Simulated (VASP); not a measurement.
Write the native input for VASP 6.6.1 that does the following.

| Item | Value |
| --- | --- |
| Task | single point |
| Functional | PBE |
| Potentials or basis | VASP PAW PBE potentials, release 64 (Al, Ga_d, P) |
| Cutoff | 520 eV |
| k mesh | 6 × 6 × 1 |
| Occupations | gaussian, width 0.1 eV |
| Spin | no spin polarisation |
| Dipole correction | no |
| Further INCAR settings | ALGO = Normal; EDIFF = 1e-06; NBANDS = 46 |

The structure of Al2GaP3 lies in POSCAR:

```
Al2GaP3
1.0
    3.8858802000      0.0000000000      0.0000000000
   -1.9429401000      3.3652709000      0.0000000000
    0.0000000000      0.0000000000     19.1645583000
Al Ga P
4 2 6
Direct
    0.3333333000      0.6666667000      0.0000210000
    0.3333333000      0.6666667000      0.6664900000
    0.6666667000      0.3333333000      0.1664900000
    0.6666667000      0.3333333000      0.5000210000
    0.3333333000      0.6666667000      0.3336650000
    0.6666667000      0.3333333000      0.8336650000
    0.3333333000      0.6666667000      0.1248740000
    0.3333333000      0.6666667000      0.4586160000
    0.3333333000      0.6666667000      0.7913330000
    0.6666667000      0.3333333000      0.2913330000
    0.6666667000      0.3333333000      0.6248740000
    0.6666667000      0.3333333000      0.9586160000
```

The input as run:

INCAR

```
  ALGO = Normal
  EDIFF = 1E-6
  ENCUT = 520
  GGA = PE
  ISIF = 2
  ISMEAR = 0
  LASPH = T
  LCHARG = T
  LELF = T
  LREAL = F
  LVHAR = T
  LWAVE = F
  NBANDS = 46
  NELM = 100
  PREC = Accurate
  SIGMA = 0.1
```

KPOINTS

```
k-points
0
Gamma
  6 6 1
```

Potentials or basis: VASP PAW PBE potentials, release 64 (Al, Ga_d, P).

The run is started by

```sh
$ cat potpaw_PBE.64/Al/POTCAR potpaw_PBE.64/Ga_d/POTCAR potpaw_PBE.64/P/POTCAR > POTCAR
$ mpirun -np 1 vasp_std > vasp.out
```

It gave:

```
Pressure               : 0.0 GPa
Largest force          : 0.005 eV/Å
Band gap on the k mesh : 1.52 eV, indirect (least direct gap 1.85 eV)
```

Wall time 3.1 min on 1 thread of Intel(R) Xeon(R) Platinum 8259CL CPU @ 2.50GHz (Skylake/Cascade Lake) (shared host), peak memory 0.38 GiB.
